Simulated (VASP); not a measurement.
# MgS (Fm-3m) in VASP: a series of runs

Runs on MgS. Level: LDA. Tasks: single point.

Program: VASP 6.6.1. These are calculated values, not measurements. Logs are shortened: lines on timing, memory, paths and dates and some standing lists are left out, and cuts for length are marked.

## 1. The cell of the first run

It takes space group Fm-3m (No. 225, cubic). Conventional cell: a = 5.090 Å, b = 5.090 Å, c = 5.090 Å, α = 90.00°, β = 90.00°, γ = 90.00°. Within 3.4 Å of Mg (site symmetry m-3m) lie 6 S at 2.54 Å. S (site symmetry m-3m) has 6 Mg at 2.54 Å within 3.4 Å.

## 2. Single point, LDA

INCAR reads:

```
ALGO = Normal ; EDIFF = 1E-6
ENCUT = 750 ; GGA = CA
GGA_COMPAT = F ; ISIF = 2
ISMEAR = 0 ; LASPH = T
LCHARG = T ; LELF = T
LREAL = F ; LVHAR = T
LWAVE = F ; NBANDS = 15
NELM = 120 ; PREC = Accurate
SIGMA = 0.01
```

KPOINTS reads:

```
k-points
0
Gamma
  8 8 8
```

POSCAR reads:

```
MgS
1.0
    0.0000000000      2.5449609037      2.5449609037
    2.5449609037      0.0000000000      2.5449609037
    2.5449609037      2.5449609037      0.0000000000
Mg S
1 1
Direct
    0.0000000000      0.0000000000      0.0000000000
    0.5000000000      0.5000000000      0.5000000000
```

Potentials or basis: VASP PAW LDA potentials, release 64 (Mg_sv, S).

Command:

```
cat potpaw_LDA.64/Mg_sv/POTCAR potpaw_LDA.64/S/POTCAR > POTCAR
mpirun -np 1 vasp_std > vasp.out
```

OUTCAR:

```text
EDIFF = 1E-6
   ENCUT = 750
   GGA = CA
   ISIF = 2
   ISMEAR = 0
   LASPH = T
   LREAL = F
   NELM = 120
   PREC = Accurate

 ion  position               nearest neighbor table
   1  0.000  0.000  0.000-
   2  0.500  0.500  0.500-

  LATTYP: Found a face centered cubic cell.
 ALAT       =     5.0899218074

  Lattice vectors:

 A1 = (   0.0000000000,   2.5449609037,   2.5449609037)
 A2 = (   2.5449609037,   0.0000000000,   2.5449609037)
 A3 = (   2.5449609037,   2.5449609037,   0.0000000000)

Analysis of symmetry for initial positions (statically):
=====================================================================
 Subroutine PRICEL returns:
 Original cell was already a primitive cell.

 Routine SETGRP: Setting up the symmetry group for a
 face centered cubic supercell.

 Subroutine GETGRP returns: Found 48 space group operations
 (whereof 48 operations were pure point group operations)
 out of a pool of 48 trial point group operations.

The static configuration has the point symmetry O_h .

Analysis of symmetry for dynamics (positions and initial velocities):
=====================================================================
 Subroutine PRICEL returns:
 Original cell was already a primitive cell.

 Routine SETGRP: Setting up the symmetry group for a
 face centered cubic supercell.

 Subroutine GETGRP returns: Found 48 space group operations
 (whereof 48 operations were pure point group operations)
 out of a pool of 48 trial point group operations.

The dynamic configuration has the point symmetry O_h .

 Subroutine INISYM returns: Found 48 space group operations
 (whereof 48 operations are pure point group operations),
 and found     1 'primitive' translations

----------------------------------------------------------------------------------------

                                     Primitive cell

  volume of cell :      32.9665

  direct lattice vectors                    reciprocal lattice vectors
     0.000000000  2.544960904  2.544960904    -0.196466672  0.196466672  0.196466672
     2.544960904  0.000000000  2.544960904     0.196466672 -0.196466672  0.196466672
     2.544960904  2.544960904  0.000000000     0.196466672  0.196466672 -0.196466672

  length of vectors
     3.599118226  3.599118226  3.599118226     0.340290258  0.340290258  0.340290258

  position of ions in fractional coordinates (direct lattice)
     0.000000000  0.000000000  0.000000000
     0.500000000  0.500000000  0.500000000

  ion indices of the primitive-cell ions
   primitive index   ion index
                 1           1
                 2           2

----------------------------------------------------------------------------------------

 KPOINTS: k-points

Automatic generation of k-mesh.
 Grid dimensions read from file:
 generate k-points for:    8    8    8

 Generating k-lattice:

  Cartesian coordinates                     Fractional coordinates (reciprocal lattice)
    -0.024558334  0.024558334  0.024558334     0.125000000  0.000000000  0.000000000
     0.024558334 -0.024558334  0.024558334     0.000000000  0.125000000  0.000000000
     0.024558334  0.024558334 -0.024558334     0.000000000  0.000000000  0.125000000

  Length of vectors
     0.042536282  0.042536282  0.042536282

  Shift w.r.t. Gamma in fractional coordinates (k-lattice)
     0.000000000  0.000000000  0.000000000

 Subroutine IBZKPT returns following result:
 ===========================================

 Found     29 irreducible k-points:

 Following reciprocal coordinates:
            Coordinates               Weight
  0.000000  0.000000  0.000000      1.000000
  0.125000  0.000000  0.000000      8.000000
  0.250000  0.000000  0.000000      8.000000
  0.375000  0.000000  0.000000      8.000000
  0.500000  0.000000  0.000000      4.000000
  0.125000  0.125000  0.000000      6.000000
[... 16 lines left out ...]
  0.500000  0.250000  0.125000     48.000000
 -0.375000  0.250000  0.125000     24.000000
 [... further k-points ...]
   k-points           NKPTS =     29   k-points in BZ     NKDIM =     29   number of bands    NBANDS=     15
   number of dos      NEDOS =    301   number of ions     NIONS =      2
   total plane-waves  NPLWV =  32768
   dimension x,y,z NGX =    32 NGY =   32 NGZ =   32
   dimension x,y,z NGXF=    64 NGYF=   64 NGZF=   64
   ions per type =               1   1
   NGX,Y,Z   is equivalent  to a cutoff of  14.78, 14.78, 14.78 a.u.
   NGXF,Y,Z  is equivalent  to a cutoff of  29.56, 29.56, 29.56 a.u.
 SYSTEM =  unknown system
   PREC   = accura    normal or accurate (medium, high low for compatibility)
   ISTART =      0    job   : 0-new  1-cont  2-samecut
   ICHARG =      2    charge: 1-file 2-atom 10-const
   ISPIN  =      1    spin polarized calculation?
   LNONCOLLINEAR =      F non collinear calculations
   LSORBIT =      F    spin-orbit coupling
   LASPH  =      T    aspherical Exc in radial PAW
   ENCUT  =  750.0 eV  55.12 Ry    7.42 a.u.   8.04  8.04  8.04*2*pi/ulx,y,z
   NELM   =    120;   NELMIN=  2; NELMDL= -5     # of ELM steps
   EDIFF  = 0.1E-05   stopping-criterion for ELM
   LREAL  =      F    real-space projection
   EDIFFG = 0.1E-04   stopping-criterion for IOM
   NSW    =      0    number of steps for IOM
   IBRION =     -1    ionic relax: 0-MD 1-quasi-New 2-CG
   NFREE  =      0    steps in history (QN), initial steepest desc. (CG)
   ISIF   =      2    stress and relaxation
   ISYM   =      2    0-nonsym 1-usesym 2-fastsym
   POTIM  = 0.5000    time-step for ionic-motion
   TEBEG  =    0.0;   TEEND  =   0.0 temperature during run
   PSTRESS=    0.0 pullay stress
   NELECT =      16.0000    total number of electrons
   NUPDOWN=      -1.0000    fix difference up-down
   EMIN   =  10.00;   EMAX   =-10.00  energy-range for DOS
   EFERMI =   0.00;   METHOD = LEGACY
   ISMEAR =     0;   SIGMA  =   0.01  broadening in eV -4-tet -1-fermi 0-gaus
   EFERMI_NEDOS =   21; number of points for ismear=-14 and -15
   IALGO  =     38    algorithm
   IMIX   =      4    mixing-type and parameters
     AMIX     =   0.40;   BMIX     =  1.00
     AMIX_MAG =   1.60;   BMIX_MAG =  1.00
  volume/ion in A,a.u.               =      16.48       111.23
  Fermi-wavevector in a.u.,A,eV,Ry     =   1.286541  2.431210 22.520205  1.655188
  Thomas-Fermi vector in A             =   2.418609
   LORBIT       =      0    0 simple, 1 ext, 2 COOP (PROOUT), +10 PAW based schemes
   GGA     = CA    functional components
   LHFCALC =     F    Hartree Fock is set to
   AEXX    =    0.0000 exact exchange contribution
   IVDW    =     0    specifies the selected vdW correction
   LEPSILON=     F    determine dielectric tensor
   LRPA    =     F    only Hartree local field effects (RPA)
 non-spin polarized calculation
 Gauss-broadening in eV      SIGMA  =   0.01
  energy-cutoff  :      750.00
  volume of cell :       32.97
 maximum number of plane-waves:      1572
   NGX = 17   NGY = 17   NGZ = 17

 number of electron      15.9999995 magnetization

 Free energy of the ion-electron system (eV)
  ---------------------------------------------------
  ext. energy  EPLUGINS =         0.00000000
  ---------------------------------------------------
  free energy    TOTEN  =        -9.48696650 eV

  energy without entropy =       -9.48696650  energy(sigma->0) =       -9.48696650

 E-fermi :   4.1818     XC(G=0): -10.4555

 val. band max:        4.0340452222   @ k =   0.0000   0.0000   0.0000
 cond. band min:       6.7503559726   @ k =   0.5000   0.5000   0.0000
 fundamental gap:      2.7163107504
 Fermi energy:         4.1817966130

 k-point     1 :       0.0000    0.0000    0.0000
  band No.  band energies     occupation
      1     -69.7098      2.00000
      2     -37.2025      2.00000
      3     -37.2025      2.00000
      4     -37.2025      2.00000
      5      -8.9981      2.00000
      6       4.0340      2.00000
      7       4.0340      2.00000
      8       4.0340      2.00000
      9       8.0796      0.00000
     10      11.8172      0.00000
     11      11.8172      0.00000
     12      11.8172      0.00000
     13      14.3628      0.00000
     14      14.3628      0.00000
     15      16.5334      0.00000

 k-point     2 :       0.1250    0.0000    0.0000
  band No.  band energies     occupation
      1     -69.7100      2.00000
      2     -37.2044      2.00000
      3     -37.2029      2.00000
      4     -37.2029      2.00000
      5      -8.8275      2.00000
      6       2.9155      2.00000
      7       3.9162      2.00000
      8       3.9162      2.00000
      9       8.8573      0.00000
     10      11.5578      0.00000
     11      12.0973      0.00000
     12      12.0973      0.00000
     13      13.7347      0.00000
     14      13.7347      0.00000
     15      16.9456      0.00000

 k-point     3 :       0.2500    0.0000    0.0000
  band No.  band energies     occupation
      1     -69.7099      2.00000
      2     -37.2079      2.00000
      3     -37.2035      2.00000
      4     -37.2035      2.00000
      5      -8.3612      2.00000
      6       1.0108      2.00000
      7       3.6622      2.00000
      8       3.6622      2.00000
      9       9.0501      0.00000
     10      11.7741      0.00000
     11      11.7741      0.00000
     12      12.5794      0.00000
     13      14.3173      0.00000
     14      14.3173      0.00000
     15      16.1163      0.00000

 k-point     4 :       0.3750    0.0000    0.0000
  band No.  band energies     occupation
      1     -69.7096      2.00000
      2     -37.2112      2.00000
      3     -37.2039      2.00000
      4     -37.2039      2.00000
      5      -7.7782      2.00000
      6      -0.5800      2.00000
      7       3.4409      2.00000
      8       3.4409      2.00000
      9       8.6663      0.00000
     10      11.1052      0.00000
     11      11.1052      0.00000
     12      14.3171      0.00000
     13      15.7090      0.00000
     14      16.3768      0.00000
     15      16.3768      0.00000
[... 307 lines left out ...]
 k-point    22 :       0.3750    0.2500    0.1250
  band No.  band energies     occupation
      1     -69.7098      2.00000
      2     -37.2087      2.00000
      3     -37.2054      2.00000
      4     -37.2041      2.00000
      5      -7.9944      2.00000
      6       0.7308      2.00000
      7       2.3995      2.00000
      8       3.2658      2.00000
      9       9.9373      0.00000
     10      10.3449      0.00000
     11      11.1972      0.00000
     12      13.3760      0.00000
     13      14.1980      0.00000
     14      17.2005      0.00000
     15      19.1835      0.00000

 k-point    23 :       0.5000    0.2500    0.1250
  band No.  band energies     occupation
      1     -69.7096      2.00000
      2     -37.2105      2.00000
      3     -37.2064      2.00000
      4     -37.2047      2.00000
      5      -7.4986      2.00000
      6      -0.2184      2.00000
      7       1.8116      2.00000
      8       2.9159      2.00000
      9       9.6538      0.00000
     10      10.4071      0.00000
     11      11.8544      0.00000
     12      13.1870      0.00000
     13      15.8881      0.00000
     14      18.5378      0.00000
     15      19.2163      0.00000

 k-point    24 :      -0.3750    0.2500    0.1250
  band No.  band energies     occupation
      1     -69.7095      2.00000
      2     -37.2113      2.00000
      3     -37.2067      2.00000
      4     -37.2050      2.00000
      5      -7.2555      2.00000
      6      -0.6719      2.00000
      7       1.6584      2.00000
      8       2.7391      2.00000
      9       9.5908      0.00000
     10      10.1238      0.00000
     11      12.5094      0.00000
     12      13.6433      0.00000
     13      16.4283      0.00000
     14      17.6746      0.00000
     15      19.7986      0.00000

 [... further k-points ...]

------------------------ aborting loop because EDIFF is reached ----------------------------------------

  FORCE on cell =-STRESS in cart. coord.  units (eV):
  Direction    XX          YY          ZZ          XY          YZ          ZX
  --------------------------------------------------------------------------------------
  -------------------------------------------------------------------------------------
  Total        0.3762089      0.3762089      0.3762089      0.0000000      0.0000000      0.0000000
  in kB       18.2837923     18.2837923     18.2837923      0.0000000      0.0000000      0.0000000
  external PRESSURE =      18.2837923 kB  Pullay stress =       0.0000000 kB

 VOLUME and BASIS-vectors are now :
 -----------------------------------------------------------------------------
  energy-cutoff  :      750.00
  volume of cell :       32.97
      direct lattice vectors                 reciprocal lattice vectors
     0.000000000  2.544960904  2.544960904    -0.196466672  0.196466672  0.196466672
     2.544960904  0.000000000  2.544960904     0.196466672 -0.196466672  0.196466672
     2.544960904  2.544960904  0.000000000     0.196466672  0.196466672 -0.196466672

 POSITION                                       TOTAL-FORCE (eV/Angst)
 -----------------------------------------------------------------------------------
      0.00000      0.00000      0.00000        -0.000000      0.000000     -0.000000
      2.54496      2.54496      2.54496         0.000000      0.000000      0.000000
 -----------------------------------------------------------------------------------
    total drift:                                0.000000     -0.000000     -0.000000

  FREE ENERGIE OF THE ION-ELECTRON SYSTEM (eV)
  ---------------------------------------------------
  free  energy   TOTEN  =        -9.4869664993 eV

  energy  without entropy=       -9.4869664993  energy(sigma->0) =       -9.48696650
```

Run time: 16 s. Hardware: 1 thread of Intel Xeon Platinum 8488C (Sapphire Rapids), shared host; peak memory 0.16 GiB.

Results:

```yaml
Free_energy: -9.4870 eV
Pressure: 1.8 GPa
Band_gap_on_the_k_mesh: 2.72 eV (least direct gap 4.05 eV)
```

Levels at points of the mesh, in eV from the valence-band top:
```tsv
k point	band 4	band 5	band 6	band 7	band 8	band 9	band 10	band 11	band 12	band 13
(0.00, 0.00, 0.00)	-41.24	-13.03	0.00	0.00	0.00	4.05	7.78	7.78	7.78	10.33
(0.50, 0.00, 0.00)	-41.24	-11.51	-5.27	-0.68	-0.68	4.47	6.82	6.82	10.59	12.33
(0.50, 0.50, 0.00)	-41.24	-11.09	-4.60	-1.86	-1.86	2.72	4.03	12.45	12.94	13.79
```

A k mesh can miss the band edges.

## 3. Single point, LDA

This run uses another cell than the first one, of 16.67 Å³/atom.

INCAR reads:

```
PREC = Accurate
ENCUT = 750
EDIFF = 1E-6
ISMEAR = 0
SIGMA = 0.01
LREAL = False
LASPH = True
NELM = 120
ALGO = Normal
ISIF = 2
LWAVE = False
LCHARG = True
GGA = CA
LELF = True
LVHAR = True
NBANDS = 15
GGA_COMPAT = False
```

KPOINTS reads:

```
Automatic mesh
0
Gamma
  8 8 8
```

POSCAR reads:

```
MgS
1.0
    0.0000000000      2.5545658665      2.5545658665
    2.5545658665      0.0000000000      2.5545658665
    2.5545658665      2.5545658665      0.0000000000
Mg S
1 1
Direct
    0.0000000000      0.0000000000      0.0000000000
    0.5000000000      0.5000000000      0.5000000000
```

Potentials or basis: VASP PAW LDA potentials, release 64 (Mg_sv, S).

Command:

```
cat potpaw_LDA.64/Mg_sv/POTCAR potpaw_LDA.64/S/POTCAR > POTCAR
mpirun -np 1 vasp_std > vasp.out
```

Run time: 16 s. Hardware: 1 thread of Intel Xeon Platinum 8375C at 2.90GHz (Ice Lake), shared host; peak memory 0.16 GiB.

Results (log left out):

| Quantity | Value |
| --- | --- |
| Free energy | -9.4910 eV |
| Pressure | 0.8 GPa |
| Band gap on the k mesh | 2.69 eV (least direct gap 3.95 eV) |

Levels at points of the mesh, in eV from the valence-band top:
```tsv
k point	band 6	band 7	band 8	band 9	band 10	band 11
(0.00, 0.00, 0.00)	0.00	0.00	0.00	3.95	7.79	7.79
(0.50, 0.00, 0.00)	-5.20	-0.66	-0.66	4.46	6.81	6.81
(0.50, 0.50, 0.00)	-4.54	-1.83	-1.83	2.69	4.07	12.34
```
